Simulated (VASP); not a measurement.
# Cs2Ba3In2 (Immm) in VASP: single point with PBE

Aim: the single point of Cs2Ba3In2 with PBE.

Program: VASP 6.6.1. These are calculated values, not measurements. Logs are shortened: lines on timing, memory, paths and dates and some standing lists are left out, and cuts for length are marked.

### Step 1. The cell of the first run

It takes space group Immm (No. 71, orthorhombic). Conventional cell: a = 4.967 Å, b = 5.654 Å, c = 22.309 Å, α = 90.00°, β = 90.00°, γ = 90.00°. Within 3.7 Å of In (site symmetry mm2) lie 1 In at 2.78 Å and 2 Cs at 2.99 Å. Cs (site symmetry mm2) has 2 In at 2.99 Å and 7 Ba at 3.90 to 4.17 Å within 4.2 Å. Ba (site symmetry mmm) has 8 In at 4.01 Å and 4 Cs at 4.17 Å and 6 Ba at 4.78 to 4.97 Å within 5.3 Å. Within 5.1 Å of Ba (site symmetry mm2) lie 5 Cs at 3.90 to 4.02 Å and 2 In at 3.90 Å and 8 Ba at 4.78 to 4.97 Å.

### Step 2. Single point, PBE

Contents of INCAR:

```
  PREC = Accurate
  ENCUT = 520
  EDIFF = 1E-6
  ISMEAR = 1
  SIGMA = 0.0122
  LREAL = F
  LASPH = T
  NELM = 60
  ALGO = Normal
  ISIF = 2
  LWAVE = F
  LCHARG = T
  GGA = PE
  LELF = T
  LVHAR = T
  NBANDS = 46
```

Contents of KPOINTS:

```
Automatic mesh
0
Gamma
  5 5 5
```

Contents of POSCAR:

```
Cs2Ba3In2
1.0
    0.0000000000      0.0000000000      5.6544300000
    4.9668170000      0.0000000000      0.0000000000
    2.4834080000     11.1542550000     -2.8272150000
In Cs Ba
2 2 3
Direct
    0.4378000000      0.0622000000      0.8756000000
    0.5622000000      0.9378000000      0.1244000000
    0.3629000000      0.6371000000      0.7258000000
    0.6371000000      0.3629000000      0.2742000000
    0.0000000000      0.5000000000      0.0000000000
    0.1829000000      0.8171000000      0.3658000000
    0.8171000000      0.1829000000      0.6342000000
```

Potentials or basis: VASP PAW PBE potentials, release 64 (In_d, Cs_sv, Ba_sv).

Launch:

```bash
$ cat potpaw_PBE.64/In_d/POTCAR potpaw_PBE.64/Cs_sv/POTCAR potpaw_PBE.64/Ba_sv/POTCAR > POTCAR
$ mpirun -np 1 vasp_std > vasp.out
```

OUTCAR:

```text
PREC = Accurate
   ENCUT = 520
   EDIFF = 1E-6
   ISMEAR = 1
   LREAL = F
   LASPH = T
   NELM = 60
   ISIF = 2
   GGA = PE

 ion  position               nearest neighbor table
   1  0.438  0.062  0.876-   2 2.78   3 2.99   3 2.99   7 3.90   7 3.90   5 4.01   5 4.01   5 4.01
                             5 4.01
   2  0.562  0.938  0.124-   1 2.78   4 2.99   4 2.99   6 3.90   6 3.90   5 4.01   5 4.01   5 4.01
                             5 4.01
   3  0.363  0.637  0.726-   1 2.99   1 2.99   7 3.90   7 3.90   7 3.90   7 3.90
   4  0.637  0.363  0.274-   2 2.99   2 2.99   6 3.90   6 3.90   6 3.90   6 3.90
   5  0.000  0.500  0.000-   2 4.01   1 4.01   2 4.01   1 4.01   1 4.01   2 4.01   1 4.01   2 4.01

   6  0.183  0.817  0.366-   4 3.90   4 3.90   4 3.90   4 3.90   2 3.90   2 3.90
   7  0.817  0.183  0.634-   3 3.90   3 3.90   3 3.90   3 3.90   1 3.90   1 3.90

  LATTYP: Found a body centered orthorhombic cell.
 ALAT       =     4.9668170000
 B/A-ratio  =     1.1384413801
 C/A-ratio  =     4.4915103576

  Lattice vectors:

 A1 = (  -2.4834080000, -11.1542550000,   2.8272150000)
 A2 = (   2.4834090000, -11.1542550000,  -2.8272150000)
 A3 = (   2.4834080000,  11.1542550000,   2.8272150000)

Analysis of symmetry for initial positions (statically):
=====================================================================
 Subroutine PRICEL returns:
 Original cell was already a primitive cell.

 Routine SETGRP: Setting up the symmetry group for a
 body centered orthorhombic supercell.

 Subroutine GETGRP returns: Found  8 space group operations
 (whereof  8 operations were pure point group operations)
 out of a pool of  8 trial point group operations.

The static configuration has the point symmetry D_2h.

Analysis of symmetry for dynamics (positions and initial velocities):
=====================================================================
 Subroutine PRICEL returns:
 Original cell was already a primitive cell.

 Routine SETGRP: Setting up the symmetry group for a
 body centered orthorhombic supercell.

 Subroutine GETGRP returns: Found  8 space group operations
 (whereof  8 operations were pure point group operations)
 out of a pool of  8 trial point group operations.

The dynamic configuration has the point symmetry D_2h.

 Subroutine INISYM returns: Found  8 space group operations
 (whereof  8 operations are pure point group operations),
 and found     1 'primitive' translations

----------------------------------------------------------------------------------------

                                     Primitive cell

  volume of cell :     313.2619

  direct lattice vectors                    reciprocal lattice vectors
     0.000000000  0.000000000  5.654430000     0.000000000  0.044825943  0.176852486
     4.966817000  0.000000000  0.000000000     0.201336188 -0.044825934  0.000000000
     2.483408000 11.154255000 -2.827215000     0.000000000  0.089651886  0.000000000

  length of vectors
     5.654430000  4.966817000 11.771909979     0.182444969  0.206265908  0.089651886

  position of ions in fractional coordinates (direct lattice)
     0.437800000  0.062200000  0.875600000
     0.562200000  0.937800000  0.124400000
     0.362900000  0.637100000  0.725800000
     0.637100000  0.362900000  0.274200000
     0.000000000  0.500000000  0.000000000
     0.182900000  0.817100000  0.365800000
     0.817100000  0.182900000  0.634200000

  ion indices of the primitive-cell ions
   primitive index   ion index
                 1           1
                 2           2
                 3           3
                 4           4
                 5           5
                 6           6
                 7           7

----------------------------------------------------------------------------------------

 KPOINTS: Automatic mesh

Automatic generation of k-mesh.
 Grid dimensions read from file:
 generate k-points for:    5    5    5

 Generating k-lattice:

  Cartesian coordinates                     Fractional coordinates (reciprocal lattice)
     0.000000000  0.008965189  0.035370497     0.200000000  0.000000000  0.000000000
     0.040267238 -0.008965187  0.000000000     0.000000000  0.200000000  0.000000000
     0.000000000  0.017930377  0.000000000     0.000000000  0.000000000  0.200000000

  Length of vectors
     0.036488994  0.041253182  0.017930377

  Shift w.r.t. Gamma in fractional coordinates (k-lattice)
     0.000000000  0.000000000  0.000000000

 Subroutine IBZKPT returns following result:
 ===========================================

 Found     27 irreducible k-points:

 Following reciprocal coordinates:
            Coordinates               Weight
  0.000000  0.000000  0.000000      1.000000
  0.200000  0.000000 -0.000000      4.000000
  0.400000  0.000000  0.000000      4.000000
  0.000000  0.200000 -0.000000      4.000000
  0.200000  0.200000 -0.000000      4.000000
  0.400000  0.200000  0.000000      8.000000
[... 16 lines left out ...]
  0.200000 -0.200000  0.200000      8.000000
  0.400000 -0.200000  0.200000      4.000000
 [... further k-points ...]
   k-points           NKPTS =     27   k-points in BZ     NKDIM =     27   number of bands    NBANDS=     46
   number of dos      NEDOS =    301   number of ions     NIONS =      7
   total plane-waves  NPLWV = 151200
   dimension x,y,z NGX =    42 NGY =   40 NGZ =   90
   dimension x,y,z NGXF=    84 NGYF=   80 NGZF=  180
   ions per type =               2   2   3
   NGX,Y,Z   is equivalent  to a cutoff of  12.35, 13.39, 12.71 a.u.
   NGXF,Y,Z  is equivalent  to a cutoff of  24.70, 26.78, 25.42 a.u.
 SYSTEM =  unknown system
   PREC   = accura    normal or accurate (medium, high low for compatibility)
   ISTART =      0    job   : 0-new  1-cont  2-samecut
   ICHARG =      2    charge: 1-file 2-atom 10-const
   ISPIN  =      1    spin polarized calculation?
   LNONCOLLINEAR =      F non collinear calculations
   LSORBIT =      F    spin-orbit coupling
   LASPH  =      T    aspherical Exc in radial PAW
   ENCUT  =  520.0 eV  38.22 Ry    6.18 a.u.  10.51  9.23 21.89*2*pi/ulx,y,z
   NELM   =     60;   NELMIN=  2; NELMDL= -5     # of ELM steps
   EDIFF  = 0.1E-05   stopping-criterion for ELM
   LREAL  =      F    real-space projection
   EDIFFG = 0.1E-04   stopping-criterion for IOM
   NSW    =      0    number of steps for IOM
   IBRION =     -1    ionic relax: 0-MD 1-quasi-New 2-CG
   NFREE  =      0    steps in history (QN), initial steepest desc. (CG)
   ISIF   =      2    stress and relaxation
   ISYM   =      2    0-nonsym 1-usesym 2-fastsym
   POTIM  = 0.5000    time-step for ionic-motion
   TEBEG  =    0.0;   TEEND  =   0.0 temperature during run
   PSTRESS=    0.0 pullay stress
   NELECT =      74.0000    total number of electrons
   NUPDOWN=      -1.0000    fix difference up-down
   EMIN   =  10.00;   EMAX   =-10.00  energy-range for DOS
   EFERMI =   0.00;   METHOD = LEGACY
   ISMEAR =     1;   SIGMA  =   0.01  broadening in eV -4-tet -1-fermi 0-gaus
   EFERMI_NEDOS =   21; number of points for ismear=-14 and -15
   IALGO  =     38    algorithm
   IMIX   =      4    mixing-type and parameters
     AMIX     =   0.40;   BMIX     =  1.00
     AMIX_MAG =   1.60;   BMIX_MAG =  1.00
  volume/ion in A,a.u.               =      44.75       302.00
  Fermi-wavevector in a.u.,A,eV,Ry     =   1.012006  1.912413 13.934477  1.024155
  Thomas-Fermi vector in A             =   2.145089
   LORBIT       =      0    0 simple, 1 ext, 2 COOP (PROOUT), +10 PAW based schemes
   GGA     = PE    functional components
   LHFCALC =     F    Hartree Fock is set to
   AEXX    =    0.0000 exact exchange contribution
   IVDW    =     0    specifies the selected vdW correction
   LEPSILON=     F    determine dielectric tensor
   LRPA    =     F    only Hartree local field effects (RPA)
 non-spin polarized calculation
 Methfessel and Paxton  Order N= 1 SIGMA  =   0.01
  energy-cutoff  :      520.00
  volume of cell :      313.26
 maximum number of plane-waves:      8483
 NGX is ok and might be reduce to    42
   NGX = 21   NGY = 19   NGZ = 43

 number of electron      73.9999996 magnetization

 Free energy of the ion-electron system (eV)
  ---------------------------------------------------
  ext. energy  EPLUGINS =         0.00000000
  ---------------------------------------------------
  free energy    TOTEN  =       -10.01335438 eV

  energy without entropy =      -10.01321211  energy(sigma->0) =      -10.01330696

 E-fermi :   3.2318     XC(G=0):  -8.3160

 val. band max:        3.2215031777   @ k =   0.2000   0.0000  -0.0000
 cond. band min:       3.2347313298   @ k =   0.4000   0.0000   0.2000
 fundamental gap:      0.0132281520
 Fermi energy:         3.2317563570

 k-point     1 :       0.0000    0.0000    0.0000
  band No.  band energies     occupation
      1     -25.6771      2.00000
      2     -25.6661      2.00000
      3     -25.4378      2.00000
      4     -19.7432      2.00000
      5     -19.7410      2.00000
      6     -11.6012      2.00000
[... 38 lines left out ...]
     45       4.9012      0.00000
     46       5.0055      0.00000

 k-point     2 :       0.2000    0.0000   -0.0000
  band No.  band energies     occupation
      1     -25.6756      2.00000
      2     -25.6668      2.00000
      3     -25.4375      2.00000
      4     -19.7438      2.00000
      5     -19.7422      2.00000
      6     -11.6035      2.00000
[... 38 lines left out ...]
     45       5.1795      0.00000
     46       5.2631      0.00000

 k-point     3 :       0.4000    0.0000    0.0000
  band No.  band energies     occupation
      1     -25.6723      2.00000
      2     -25.6689      2.00000
      3     -25.4372      2.00000
      4     -19.7449      2.00000
      5     -19.7442      2.00000
      6     -11.6073      2.00000
[... 1018 lines left out ...]
     45       5.0236      0.00000
     46       5.4668      0.00000

 k-point    24 :       0.4000   -0.2000    0.2000
  band No.  band energies     occupation
      1     -25.6707      2.00000
      2     -25.6680      2.00000
      3     -25.4361      2.00000
      4     -19.7403      2.00000
      5     -19.7392      2.00000
      6     -11.6021      2.00000
[... 38 lines left out ...]
     45       4.9847      0.00000
     46       5.2169      0.00000

 [... further k-points ...]

------------------------ aborting loop because EDIFF is reached ----------------------------------------

  FORCE on cell =-STRESS in cart. coord.  units (eV):
  Direction    XX          YY          ZZ          XY          YZ          ZX
  --------------------------------------------------------------------------------------
  -------------------------------------------------------------------------------------
  Total       14.7818729      8.0841646      1.0776977     -0.0000004      0.0000000      0.0000000
  in kB       75.6018611     41.3464447      5.5118828     -0.0000019      0.0000000      0.0000000
  external PRESSURE =      40.8200628 kB  Pullay stress =       0.0000000 kB

 VOLUME and BASIS-vectors are now :
 -----------------------------------------------------------------------------
  energy-cutoff  :      520.00
  volume of cell :      313.26
      direct lattice vectors                 reciprocal lattice vectors
     0.000000000  0.000000000  5.654430000     0.000000000  0.044825943  0.176852486
     4.966817000  0.000000000  0.000000000     0.201336188 -0.044825934  0.000000000
     2.483408000 11.154255000 -2.827215000     0.000000000  0.089651886  0.000000000

 POSITION                                       TOTAL-FORCE (eV/Angst)
 -----------------------------------------------------------------------------------
      2.48341      9.76667      0.00000        -0.000000      1.331545     -0.000000
      4.96682      1.38759      2.82721         0.000000     -1.331545      0.000000
      4.96682      8.09576      0.00000         0.000000     -1.679300     -0.000000
      2.48341      3.05850      2.82721        -0.000000      1.679300      0.000000
      2.48341      0.00000      0.00000        -0.000000     -0.000000      0.000000
      4.96682      4.08023     -0.00000         0.000000     -0.054974      0.000000
      2.48341      7.07403      2.82722        -0.000000      0.054974      0.000000
 -----------------------------------------------------------------------------------
    total drift:                               -0.000000     -0.000000      0.000000

  FREE ENERGIE OF THE ION-ELECTRON SYSTEM (eV)
  ---------------------------------------------------
  free  energy   TOTEN  =       -10.0133543841 eV

  energy  without entropy=      -10.0132121137  energy(sigma->0) =      -10.01330696
```

Run time: 13 min. Hardware: 1 thread of Intel Xeon 8259CL, shared host; peak memory 0.63 GiB.

What came out:

- Free energy: -10.0134 eV
- Pressure: 4.1 GPa
- Largest force: 1.679 eV/Å
- Band gap on the k mesh: zero (bands 37 and 38 overlap by 0.43 eV)

Forces on the atoms (eV/Å):
```
In   0.000  1.332  0.000
In   0.000 -1.332  0.000
Cs   0.000 -1.679  0.000
Cs   0.000  1.679  0.000
Ba   0.000  0.000  0.000
Ba   0.000 -0.055  0.000
Ba   0.000  0.055  0.000
```

Stress tensor (GPa, compression positive):
```
7.56 0.00 0.00
0.00 4.13 0.00
0.00 0.00 0.55
```

Caveat: the cell stands under pressure; spin-orbit coupling is left out, which moves the levels of the heavy elements; forces of over 1 eV/Å act on the atoms, so gaps and moduli don't describe the material at rest.
